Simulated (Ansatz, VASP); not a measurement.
AlN in VASP and in Ansatz

INCAR

```
SYSTEM = AlN
PREC = Accurate ; ENCUT = 520
EDIFF = 1E-6 ; ISMEAR = 0
SIGMA = 0.01 ; LREAL = .False.
LASPH = .True. ; NELM = 60
ALGO = Normal ; ISIF = 2
LWAVE = .False. ; LCHARG = .False.
NBANDS = 16
```

The input KPOINTS:

```
Automatic mesh
0
Gamma
  8 8 4
  0 0 0
```

Contents of POSCAR:

```
AlN
1.0
    3.0578823513      0.0000000000      0.0000000000
   -1.5289411757      2.6482037980      0.0000000000
    0.0000000000      0.0000000000      4.9720812909
Al N
2 2
Direct
    0.3333333333      0.6666666667      0.0004792612
    0.6666666667      0.3333333333      0.5004792612
    0.3333333333      0.6666666667      0.3795207388
    0.6666666667      0.3333333333      0.8795207388
```

Input for Ansatz:

```yaml
crystal:
  lattice:
    - [3.05788235133, 0.0, 0.0]
    - [-1.52894117566, 2.64820379804, 0.0]
    - [0.0, 0.0, 4.97208129088]
  atoms:
    - { symbol: Al, position: [0.333333333333, 0.666666666667, 0.00047926124] }
    - { symbol: Al, position: [0.666666666667, 0.333333333333, 0.50047926124] }
    - { symbol: "N", position: [0.333333333333, 0.666666666667, 0.37952073876] }
    - { symbol: "N", position: [0.666666666667, 0.333333333333, 0.87952073876] }
kpoints:
  mp_grid: { grid: [8, 8, 4] }
scf:
  occupations: { method: fixed }
  convergence: { dr2_threshold: 1.0e-10 }
hamiltonian:
  xc: lda
  pseudopotentials: { kind: all_electron, lapw: { basis_error: 0.0005 } }
output:
  forces: true
  stress: true
  eigenstates:
    kpoints:
      - [0.0, 0.0, 0.0]
      - [0.5, -0.5, -0.334263829]
      - [0.0, 0.5, -0.334263829]
      - [0.5, 0.0, -0.334263829]
      - [-0.666666667, 0.333333333, 0.0]
      - [0.0, 0.0, -0.5]
      - [-0.5, 0.0, 0.0]
      - [-0.5, 0.5, 0.0]
      - [0.0, -0.5, 0.0]
      - [-0.5, 0.0, -0.5]
      - [-0.5, 0.5, -0.5]
      - [0.0, -0.5, -0.5]
  eigenvalues: true
```

Change from the starting cell: film at in-plane strain -0.01.

Alike in both runs: task single point; functional LDA; k mesh 8 × 8 × 4; no spin polarisation.

|  | VASP | Ansatz |
| --- | --- | --- |
| version | VASP 6.6.1 | Ansatz 0.2.0 |
| potentials or method | VASP PAW LDA potentials, release 64 (Al, N), cutoff 520 eV | all-electron LAPW, scalar-relativistic |
| occupations | gaussian, width 0.01 eV | fixed |

|  | VASP | Ansatz | Ansatz less VASP |
| --- | --- | --- | --- |
| gap on the k mesh at the Fermi level (eV) | 4.64 | 4.63 | -0.007 |
| pressure (GPa) | 4.0 | 3.3 | -0.65 |
| traceless stress, the component that is largest in VASP (GPa) | -3.31 | -3.26 | +0.054 |

LDA's correlation is that of Perdew and Zunger in VASP and of Perdew and Wang (1992) in Ansatz. Ansatz ran all-electron here, and VASP with PAW potentials.
